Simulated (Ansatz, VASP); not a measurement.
# BN in VASP and in Ansatz

POSCAR

```
BN
1.0
    2.3148041895      0.0000000000      0.0000000000
    0.0000000000      2.3148041895      0.0000000000
    0.0000000000      0.0000000000      2.3148041895
B N
1 1
Direct
    0.0000000000      0.0000000000      0.0000000000
    0.5000000000      0.5000000000      0.5000000000
```

File INCAR.step1:

```
SYSTEM = BN
PREC = Accurate ; ENCUT = 520
ISMEAR = -1 ; SIGMA = 0.02
LREAL = .False. ; LASPH = .True.
NELM = 60 ; NBANDS = 11
GGA = PE ; ALGO = Normal
EDIFF = 1E-4 ; LWAVE = .True.
LCHARG = .False.
```

INCAR.step2

```
SYSTEM = BN
PREC = Accurate ; ENCUT = 520
EDIFF = 1E-6 ; ISMEAR = -1
SIGMA = 0.02 ; LREAL = .False.
LASPH = .True. ; NELM = 60
ALGO = Normal ; ISIF = 2
LWAVE = .False. ; LCHARG = .False.
METAGGA = R2SCAN ; LMIXTAU = .True.
LUSE_VDW = .True. ; IVDW_NL = 2
BPARAM = 11.95 ; CPARAM = 0.0093
NBANDS = 11 ; ISTART = 1
```

KPOINTS

```
Automatic mesh
0
Gamma
  8 8 8
  0 0 0
```

Input for Ansatz:

```yaml
crystal:
  lattice:
    - [2.3148041895, 0.0, 0.0]
    - [0.0, 2.3148041895, 0.0]
    - [0.0, 0.0, 2.3148041895]
  atoms:
    - { symbol: B, position: [0.0, 0.0, 0.0] }
    - { symbol: "N", position: [0.5, 0.5, 0.5] }
kpoints:
  mp_grid: { grid: [8, 8, 8] }
hamiltonian:
  xc: r2scan
  dispersion: rvv10
scf:
  occupations: { method: fermi_dirac, width: 0.02 }
  n_extra_bands: 4
output:
  forces: true
  stress: true
  eigenvalues: true
```

Alike in both runs: task single point; functional r2SCAN; dispersion rVV10; k mesh 8 × 8 × 8; occupations fermi-dirac, width 0.02 eV; no spin polarisation.

|  | VASP | Ansatz |
| --- | --- | --- |
| version | VASP 6.6.1 | Ansatz 0.2.0 |
| potentials or method | VASP PAW PBE potentials, release 64 (B, N) | plane waves |
| plane-wave cutoff (eV) | 520 | 500 |
| valence electrons in the cell | 8 | 8 |

```tsv
	VASP	Ansatz	Ansatz less VASP
pressure (GPa)	-1.6	-1.6	-0.01
```

VASP's potentials were made for PBE, not for r2SCAN.
